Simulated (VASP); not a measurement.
Wanted: the native input for a VASP 6.6.1 run.

- Task: single point
- Functional: PBE
- Dispersion: D3(BJ)
- Potentials or basis: VASP PAW PBE potentials, release 64 (Al)
- Cutoff: 520 eV
- k mesh: 18 × 18 × 4
- Occupations: gaussian, width 0.15 eV
- Spin: no spin polarisation
- Dipole correction: no
- Further INCAR settings: ALGO = Normal; EDIFF = 1e-06; NBANDS = 14

The structure of Al lies in POSCAR:

```
Al
1.0
    2.8144222649      0.0000000000      0.0000000000
   -1.4072111325      2.4373611784      0.0000000000
    0.0000000000      0.0000000000     10.4387000000
Al
4
Direct
    0.0000000000      0.0000000000      0.0000000000
    0.3333333333      0.6666666667      0.2500000000
    0.0000000000      0.0000000000      0.5000000000
    0.6666666667      0.3333333333      0.7500000000
```

This isn't the form of Al at room conditions, which is fcc.

The input as run:

INCAR

```
PREC     = Accurate       # precision mode
ENCUT    = 520            # plane-wave cutoff, eV
EDIFF    = 1E-6           # SCF threshold, eV
ISMEAR   = 0              # smearing method
SIGMA    = 0.15           # smearing width, eV
LREAL    = False          # projectors in reciprocal space
LASPH    = True           # aspherical terms in the spheres
NELM     = 100            # most SCF steps
ALGO     = Normal         # electronic algorithm
ISIF     = 2              # what is computed and relaxed
LWAVE    = False          # write WAVECAR
LCHARG   = False          # write CHGCAR
GGA      = PE             # functional
IVDW     = 12             # dispersion correction
NBANDS   = 14             # bands
```

KPOINTS

```
Automatic mesh
0
Gamma
  18 18 4
```

Potentials or basis: VASP PAW PBE potentials, release 64 (Al).

Run with:

```bash
$ cat potpaw_PBE.64/Al/POTCAR > POTCAR
$ mpirun -np 1 vasp_std > vasp.out
```

It gave:

The pressure is -6.6 GPa and the band gap on the k mesh is zero (bands 6 and 7 overlap by 3.91 eV). The dispersion energy per atom is -0.310 eV.

Caveat: the cell stands under tension.

It took 98 s on 1 thread of AMD EPYC 7R13, with other jobs on the host, peak memory 0.22 GiB.
